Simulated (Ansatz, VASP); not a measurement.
# Two plane-wave programs on CsPbCl3

```
Cs Pb Cl
1.0
     5.60500    0.00000    0.00000
     0.00000    5.60500    0.00000
     0.00000    0.00000    5.60500
Cs Pb Cl
1 1 3
Direct
  0.00000 0.00000 0.00000
  0.50000 0.50000 0.50000
  0.50000 0.50000 0.00000
  0.00000 0.50000 0.50000
  0.50000 0.00000 0.50000
```

Alike in both runs: task single point; functional PBE; k mesh 4 × 4 × 4; occupations gaussian, width 0.1 eV; no spin polarisation.

|  | VASP | Ansatz |
| --- | --- | --- |
| version | VASP 6.6.1 | Ansatz 0.2.0 |
| potentials or method | VASP PAW PBE potentials, release 64 (Cs_sv, Pb_d, Cl), cutoff 520 eV | scalar-relativistic, plane waves, PAW |
| valence electrons in the cell | 44 | 44 |

```csv
,VASP,Ansatz,Ansatz less VASP
gap on the k mesh at the Fermi level (eV),1.94,1.93,-0.010
least direct gap on the mesh (eV),1.94,1.93,-0.010
pressure (GPa),1.8,1.9,+0.05
```

With one functional, cell and mesh, what is left measures potentials, basis and numerics.

Spin-orbit coupling is off throughout.
